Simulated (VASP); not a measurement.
Write the native input for VASP 6.6.1 that does the following.

```yaml
Task: single point
Functional: PBE
Potentials_or_basis: VASP PAW PBE potentials, release 64 (Re)
Cutoff: 520 eV
k_mesh: 10 × 10 × 10
Occupations: gaussian, width 0.15 eV
Spin: no spin polarisation
Dipole_correction: no
Further_INCAR_settings: ALGO = Normal; EDIFF = 1e-06; NBANDS = 10
```

The structure of Re lies in POSCAR:

```
Re
1.0
    0.0000000000      2.0332325551      1.9311642808
    2.0332325551      0.0000000000      1.9311642808
    2.0332325551      2.0332325551      0.0000000000
Re
1
Direct
    0.0000000000      0.0000000000      0.0000000000
```

This cell differs from its parent crystal: volume 15.967 Å^3 an atom, c/a of the conventional cell 0.9498.

One way to write it, as run:

INCAR

```
  PREC = Accurate
  ENCUT = 520
  EDIFF = 1E-6
  ISMEAR = 0
  SIGMA = 0.15
  LREAL = False
  LASPH = True
  NELM = 100
  ALGO = Normal
  ISIF = 2
  LWAVE = False
  LCHARG = True
  GGA = PE
  LELF = True
  LVHAR = True
  NBANDS = 10
```

KPOINTS

```
regular mesh
0
Gamma
  10 10 10
```

Potentials or basis: VASP PAW PBE potentials, release 64 (Re).

The run is started by

```bash
$ cat potpaw_PBE.64/Re/POTCAR > POTCAR
$ mpirun -np 1 vasp_std > vasp.out
```

It gave:

```json
{"Pressure": "-20.3 GPa"}
```

Wall time 27 s on 1 thread of Intel Xeon 8259CL (shared host), peak memory 0.15 GiB.
